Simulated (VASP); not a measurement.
# Al3Cu (P4/mmm) in VASP: further runs, part 2 of 2

VASP 6.6.1. Earlier steps stand in the parts before.

### Step 3. Single point, PBEsol

Contents of INCAR:

```
SYSTEM = Al3Cu
ALGO = Normal
EDIFF = 1E-6
ENCUT = 520
GGA = PS
ISIF = 2
ISMEAR = 0
LASPH = .TRUE.
LCHARG = .FALSE.
LREAL = .FALSE.
LWAVE = .FALSE.
NBANDS = 18
NELM = 100
PREC = Accurate
SIGMA = 0.1
```

Contents of KPOINTS:

```
k-points
0
G
  2 2 1
  0 0 0
```

Contents of POSCAR:

```
Al3Cu
1.0
    2.7784054294      0.0000000000      0.0000000000
    0.0000000000      2.7784054294      0.0000000000
    0.0000000000      0.0000000000      7.5134034100
Al Cu
3 1
Direct
    0.0000000000      0.0000000000      0.5000000000
    0.5000000000      0.5000000000      0.2261155100
    0.5000000000      0.5000000000      0.7738844900
    0.0000000000      0.0000000000      0.0000000000
```

Potentials or basis: VASP PAW PBE potentials, release 64 (Al, Cu).

Command:

```console
> cat potpaw_PBE.64/Al/POTCAR potpaw_PBE.64/Cu/POTCAR > POTCAR
> mpirun -np 1 vasp_std > vasp.out
```

OUTCAR:

```text
SYSTEM = Al3Cu
   EDIFF = 1E-6
   ENCUT = 520
   GGA = PS
   ISIF = 2
   ISMEAR = 0
   LASPH = .TRUE.
   LREAL = .FALSE.
   NELM = 100
   PREC = Accurate

 ion  position               nearest neighbor table
   1  0.000  0.000  0.500-   2 2.85   3 2.85   2 2.85   3 2.85   2 2.85   3 2.85   2 2.85   3 2.85

   2  0.500  0.500  0.226-   4 2.60   4 2.60   4 2.60   4 2.60   1 2.85   1 2.85   1 2.85   1 2.85

   3  0.500  0.500  0.774-   4 2.60   4 2.60   4 2.60   4 2.60   1 2.85   1 2.85   1 2.85   1 2.85

   4  0.000  0.000  0.000-   2 2.60   3 2.60   2 2.60   3 2.60   2 2.60   3 2.60   2 2.60   3 2.60

  LATTYP: Found a simple tetragonal cell.
 ALAT       =     2.7784054294
 C/A-ratio  =     2.7042141980

  Lattice vectors:

 A1 = (   2.7784054294,   0.0000000000,   0.0000000000)
 A2 = (   0.0000000000,   2.7784054294,   0.0000000000)
 A3 = (   0.0000000000,   0.0000000000,   7.5134034100)

Analysis of symmetry for initial positions (statically):
=====================================================================
 Subroutine PRICEL returns:
 Original cell was already a primitive cell.

 Routine SETGRP: Setting up the symmetry group for a
 simple tetragonal supercell.

 Subroutine GETGRP returns: Found 16 space group operations
 (whereof 16 operations were pure point group operations)
 out of a pool of 16 trial point group operations.

The static configuration has the point symmetry D_4h.

Analysis of symmetry for dynamics (positions and initial velocities):
=====================================================================
 Subroutine PRICEL returns:
 Original cell was already a primitive cell.

 Routine SETGRP: Setting up the symmetry group for a
 simple tetragonal supercell.

 Subroutine GETGRP returns: Found 16 space group operations
 (whereof 16 operations were pure point group operations)
 out of a pool of 16 trial point group operations.

The dynamic configuration has the point symmetry D_4h.

 Subroutine INISYM returns: Found 16 space group operations
 (whereof 16 operations are pure point group operations),
 and found     1 'primitive' translations

----------------------------------------------------------------------------------------

                                     Primitive cell

  volume of cell :      58.0000

  direct lattice vectors                    reciprocal lattice vectors
     2.778405429  0.000000000  0.000000000     0.359918675  0.000000000  0.000000000
     0.000000000  2.778405429  0.000000000     0.000000000  0.359918675  0.000000000
     0.000000000  0.000000000  7.513403410     0.000000000  0.000000000  0.133095476

  length of vectors
     2.778405429  2.778405429  7.513403410     0.359918675  0.359918675  0.133095476

  position of ions in fractional coordinates (direct lattice)
     0.000000000  0.000000000  0.500000000
     0.500000000  0.500000000  0.226115510
     0.500000000  0.500000000  0.773884490
     0.000000000  0.000000000  0.000000000

  ion indices of the primitive-cell ions
   primitive index   ion index
                 1           1
                 2           2
                 3           3
                 4           4

----------------------------------------------------------------------------------------

 KPOINTS: k-points

Automatic generation of k-mesh.
 Grid dimensions read from file:
 generate k-points for:    2    2    1

 Generating k-lattice:

  Cartesian coordinates                     Fractional coordinates (reciprocal lattice)
     0.179959337  0.000000000  0.000000000     0.500000000  0.000000000  0.000000000
     0.000000000  0.179959337  0.000000000     0.000000000  0.500000000  0.000000000
     0.000000000  0.000000000  0.133095476     0.000000000  0.000000000  1.000000000

  Length of vectors
     0.179959337  0.179959337  0.133095476

  Shift w.r.t. Gamma in fractional coordinates (k-lattice)
     0.000000000  0.000000000  0.000000000

 Subroutine IBZKPT returns following result:
 ===========================================

 Found      3 irreducible k-points:

 Following reciprocal coordinates:
            Coordinates               Weight
  0.000000  0.000000  0.000000      1.000000
  0.500000  0.000000  0.000000      2.000000
  0.500000  0.500000  0.000000      1.000000
   k-points           NKPTS =      3   k-points in BZ     NKDIM =      3   number of bands    NBANDS=     18
   number of dos      NEDOS =    301   number of ions     NIONS =      4
   total plane-waves  NPLWV =  32256
   dimension x,y,z NGX =    24 NGY =   24 NGZ =   56
   dimension x,y,z NGXF=    48 NGYF=   48 NGZF=  112
   ions per type =               3   1
   NGX,Y,Z   is equivalent  to a cutoff of  14.36, 14.36, 12.39 a.u.
   NGXF,Y,Z  is equivalent  to a cutoff of  28.72, 28.72, 24.78 a.u.
 SYSTEM =  Al3Cu
   PREC   = accura    normal or accurate (medium, high low for compatibility)
   ISTART =      0    job   : 0-new  1-cont  2-samecut
   ICHARG =      2    charge: 1-file 2-atom 10-const
   ISPIN  =      1    spin polarized calculation?
   LNONCOLLINEAR =      F non collinear calculations
   LSORBIT =      F    spin-orbit coupling
   LASPH  =      T    aspherical Exc in radial PAW
   ENCUT  =  520.0 eV  38.22 Ry    6.18 a.u.   5.17  5.17 13.97*2*pi/ulx,y,z
   NELM   =    100;   NELMIN=  2; NELMDL= -5     # of ELM steps
   EDIFF  = 0.1E-05   stopping-criterion for ELM
   LREAL  =      F    real-space projection
   EDIFFG = 0.1E-04   stopping-criterion for IOM
   NSW    =      0    number of steps for IOM
   IBRION =     -1    ionic relax: 0-MD 1-quasi-New 2-CG
   NFREE  =      0    steps in history (QN), initial steepest desc. (CG)
   ISIF   =      2    stress and relaxation
   ISYM   =      2    0-nonsym 1-usesym 2-fastsym
   POTIM  = 0.5000    time-step for ionic-motion
   TEBEG  =    0.0;   TEEND  =   0.0 temperature during run
   PSTRESS=    0.0 pullay stress
   NELECT =      20.0000    total number of electrons
   NUPDOWN=      -1.0000    fix difference up-down
   EMIN   =  10.00;   EMAX   =-10.00  energy-range for DOS
   EFERMI =   0.00;   METHOD = LEGACY
   ISMEAR =     0;   SIGMA  =   0.10  broadening in eV -4-tet -1-fermi 0-gaus
   EFERMI_NEDOS =   21; number of points for ismear=-14 and -15
   IALGO  =     38    algorithm
   IMIX   =      4    mixing-type and parameters
     AMIX     =   0.40;   BMIX     =  1.00
     AMIX_MAG =   1.60;   BMIX_MAG =  1.00
  volume/ion in A,a.u.               =      14.50        97.85
  Fermi-wavevector in a.u.,A,eV,Ry     =   1.148001  2.169407 17.931197  1.317906
  Thomas-Fermi vector in A             =   2.284678
   LORBIT       =      0    0 simple, 1 ext, 2 COOP (PROOUT), +10 PAW based schemes
   GGA     = PS    functional components
   LHFCALC =     F    Hartree Fock is set to
   AEXX    =    0.0000 exact exchange contribution
   IVDW    =     0    specifies the selected vdW correction
   LEPSILON=     F    determine dielectric tensor
   LRPA    =     F    only Hartree local field effects (RPA)
 non-spin polarized calculation
 Gauss-broadening in eV      SIGMA  =   0.10
  energy-cutoff  :      520.00
  volume of cell :       58.00
 maximum number of plane-waves:      1576
 NGX is ok and might be reduce to    24
   NGX = 11   NGY = 11   NGZ = 27

 number of electron      20.0000015 magnetization

 Free energy of the ion-electron system (eV)
  ---------------------------------------------------
  ext. energy  EPLUGINS =         0.00000000
  ---------------------------------------------------
  free energy    TOTEN  =       -17.15588875 eV

  energy without entropy =      -17.15587741  energy(sigma->0) =      -17.15588308

 E-fermi :   8.4174     XC(G=0): -10.9957

 val. band max:        8.1339189316   @ k =   0.5000   0.5000   0.0000
 cond. band min:       8.7089994807   @ k =   0.5000   0.5000   0.0000
 fundamental gap:      0.5750805491
 Fermi energy:         8.4173511900

 k-point     1 :       0.0000    0.0000    0.0000
  band No.  band energies     occupation
      1      -2.7581      2.00000
      2      -0.3386      2.00000
      3       0.0432      2.00000
      4       4.0610      2.00000
      5       4.0695      2.00000
      6       4.8720      2.00000
[... 10 lines left out ...]
     17      17.7125      0.00000
     18      17.7125      0.00000

 k-point     2 :       0.5000    0.0000    0.0000
  band No.  band energies     occupation
      1       1.7535      2.00000
      2       1.9801      2.00000
      3       2.7719      2.00000
      4       3.9116      2.00000
      5       4.0986      2.00000
      6       4.5031      2.00000
[... 10 lines left out ...]
     17      19.5165      0.00000
     18      20.7419      0.00000

 k-point     3 :       0.5000    0.5000    0.0000
  band No.  band energies     occupation
      1       3.1425      2.00000
      2       3.8324      2.00000
      3       3.8324      2.00000
      4       4.5877      2.00000
      5       5.7533      2.00000
      6       5.9372      2.00000
[... 10 lines left out ...]
     17      11.9521      0.00000
     18      15.6893      0.00000

------------------------ aborting loop because EDIFF is reached ----------------------------------------

  FORCE on cell =-STRESS in cart. coord.  units (eV):
  Direction    XX          YY          ZZ          XY          YZ          ZX
  --------------------------------------------------------------------------------------
  -------------------------------------------------------------------------------------
  Total        5.5553091      5.5553091     -6.3421102      0.0000000      0.0000000      0.0000000
  in kB      153.4584694    153.4584694   -175.1928670      0.0000000      0.0000000      0.0000000
  external PRESSURE =      43.9080239 kB  Pullay stress =       0.0000000 kB

 VOLUME and BASIS-vectors are now :
 -----------------------------------------------------------------------------
  energy-cutoff  :      520.00
  volume of cell :       58.00
      direct lattice vectors                 reciprocal lattice vectors
     2.778405429  0.000000000  0.000000000     0.359918675  0.000000000  0.000000000
     0.000000000  2.778405429  0.000000000     0.000000000  0.359918675  0.000000000
     0.000000000  0.000000000  7.513403410     0.000000000  0.000000000  0.133095476

 POSITION                                       TOTAL-FORCE (eV/Angst)
 -----------------------------------------------------------------------------------
      0.00000      0.00000      3.75670         0.000000     -0.000000      0.000000
      1.38920      1.38920      1.69890        -0.000000      0.000000      0.438061
      1.38920      1.38920      5.81451         0.000000     -0.000000     -0.438061
      0.00000      0.00000      0.00000         0.000000     -0.000000      0.000000
 -----------------------------------------------------------------------------------
    total drift:                                0.000000      0.000000     -0.000000

  FREE ENERGIE OF THE ION-ELECTRON SYSTEM (eV)
  ---------------------------------------------------
  free  energy   TOTEN  =       -17.1558887507 eV

  energy  without entropy=      -17.1558774064  energy(sigma->0) =      -17.15588308
```

OSZICAR:

```text
N       E                     dE             d eps       ncg     rms          rms(c)
DAV:   1     0.791675610722E+02    0.79168E+02   -0.85366E+03   108   0.118E+03
DAV:   2    -0.155218163428E+02   -0.94689E+02   -0.87942E+02   110   0.220E+02
DAV:   3    -0.202610145583E+02   -0.47392E+01   -0.44716E+01   158   0.564E+01
DAV:   4    -0.203719307076E+02   -0.11092E+00   -0.11016E+00   152   0.630E+00
DAV:   5    -0.203754923400E+02   -0.35616E-02   -0.35613E-02   184   0.140E+00    0.239E+01
DAV:   6    -0.376193144509E+02   -0.17244E+02   -0.18878E+02   122   0.261E+02    0.213E+01
DAV:   7    -0.197450287934E+02    0.17874E+02   -0.43163E+01   140   0.870E+01    0.996E+00
DAV:   8    -0.177437947174E+02    0.20012E+01   -0.47465E+00   150   0.400E+01    0.499E+00
DAV:   9    -0.171595082705E+02    0.58429E+00   -0.21005E+00   158   0.313E+01    0.829E-01
DAV:  10    -0.171591930999E+02    0.31517E-03   -0.11003E-01   128   0.241E+00    0.514E-01
DAV:  11    -0.171562949790E+02    0.28981E-02   -0.85859E-03   174   0.140E+00    0.209E-01
DAV:  12    -0.171559396834E+02    0.35530E-03   -0.32279E-03   144   0.114E+00    0.984E-02
DAV:  13    -0.171558970176E+02    0.42666E-04   -0.21209E-04   168   0.223E-01    0.309E-02
DAV:  14    -0.171558939262E+02    0.30913E-05   -0.73017E-06   152   0.208E-02    0.264E-02
DAV:  15    -0.171558888193E+02    0.51070E-05   -0.23250E-05   152   0.105E-01    0.340E-03
DAV:  16    -0.171558887507E+02    0.68606E-07   -0.53390E-07    72   0.450E-03
   1 F= -.17155889E+02 E0= -.17155883E+02  d E =-.113442E-04
```

It took 3.9 s on 1 thread of Intel Xeon 6975P-C (Granite Rapids), shared host; peak memory 0.17 GiB.

What came out:

- Free energy: -17.1559 eV
- Pressure: 4.4 GPa
- Largest force: 0.438 eV/Å
- Band gap on the k mesh: zero (band 10 reaches 9.24 eV, above the bottom of band 11 at 6.70 eV)

Forces on the atoms (eV/Å):
```
Al   0.000  0.000  0.000
Al   0.000  0.000  0.438
Al   0.000  0.000 -0.438
Cu   0.000  0.000  0.000
```

Levels at points of the mesh, in eV from the Fermi level:
| k point | band 5 | band 6 | band 7 | band 8 | band 9 | band 10 | band 11 | band 12 | band 13 | band 14 |
| --- | --- | --- | --- | --- | --- | --- | --- | --- | --- | --- |
| (0.00, 0.00, 0.00) | -4.35 | -3.55 | -3.55 | -3.08 | -1.60 | 0.82 | 6.43 | 6.69 | 6.69 | 7.94 |
| (0.50, 0.00, 0.00) | -4.32 | -3.91 | -3.56 | -3.56 | -3.44 | -2.22 | -1.72 | 2.86 | 4.04 | 4.31 |
| (0.50, 0.50, 0.00) | -2.66 | -2.48 | -2.48 | -0.31 | -0.28 | 0.29 | 0.29 | 0.58 | 0.58 | 0.75 |

Caveat: the k points lie up to 1.13 Å⁻¹ apart; the PAW data sets were made with another functional, which shifts forces and pressure a little.

### Step 4. Single point, PBEsol

Contents of INCAR:

```
SYSTEM = Al3Cu
PREC = Accurate
ENCUT = 520
EDIFF = 1E-7
ISMEAR = 0
SIGMA = 0.1
LREAL = .False.
LASPH = .True.
NELM = 80
ALGO = Fast
ISIF = 2
LWAVE = .False.
LCHARG = .False.
GGA = PS
NBANDS = 18
```

Contents of KPOINTS:

```
Automatic mesh
0
Gamma
  4 4 1
  0 0 0
```

POSCAR is that of step 3.

Command:

```console
> cat potpaw_PBE.64/Al/POTCAR potpaw_PBE.64/Cu/POTCAR > POTCAR
> mpirun -np 1 vasp_std > vasp.out
```

It took 6.4 s on 1 thread of Intel Xeon 6975P-C (Granite Rapids), shared host; peak memory 0.16 GiB.

The run converged. Its results:

| Item | Value |
| --- | --- |
| Free energy | -16.6646 eV |
| Pressure | 1.5 GPa |
| Largest force | 0.284 eV/Å |
| Band gap on the k mesh | zero (band 10 reaches 9.48 eV, above the bottom of band 11 at 6.69 eV) |

Forces in eV/Å, atoms in the order of the input:
```
Al   0.000  0.000  0.000
Al   0.000  0.000  0.284
Al   0.000  0.000 -0.284
Cu   0.000  0.000  0.000
```

Stress tensor (GPa, compression positive):
```
  7.59   0.00   0.00
  0.00   7.59   0.00
  0.00   0.00 -10.71
```

Levels at points of the mesh, in eV from the Fermi level:
| k point | band 6 | band 7 | band 8 | band 9 | band 10 | band 11 | band 12 | band 13 |
| --- | --- | --- | --- | --- | --- | --- | --- | --- |
| (0.00, 0.00, 0.00) | -3.72 | -3.72 | -3.28 | -1.78 | 0.63 | 6.24 | 6.50 | 6.50 |
| (0.50, 0.00, 0.00) | -4.09 | -3.75 | -3.75 | -3.62 | -2.45 | -1.91 | 2.70 | 3.85 |
| (0.50, 0.50, 0.00) | -2.66 | -2.66 | -0.58 | -0.51 | 0.13 | 0.13 | 0.38 | 0.38 |

Caveat: the k points lie up to 0.84 Å⁻¹ apart; the PAW data sets were made with another functional, which shifts forces and pressure a little.

### Step 5. Summary

| k mesh | gap on the mesh (eV) | pressure (GPa) | largest force (eV/Å) |
| --- | --- | --- | --- |
| 1 × 1 × 1 | 3.83 | -13.4 | 4.94 |
| 2 × 2 × 1 | none | 4.4 | 0.44 |
| 4 × 4 × 1 | none | 1.5 | 0.28 |

Alike in all rows: task single point; level PBEsol; potentials or basis VASP PAW PBE potentials, release 64 (Al, Cu); no spin polarisation; cell as given; cutoff (eV) 520; smearing gaussian 0.1 eV.

Caveats: all runs use coarse meshes; the PAW data sets were made with another functional, which shifts forces and pressure a little.

Absolute energies hang on the potentials; compare differences alone.
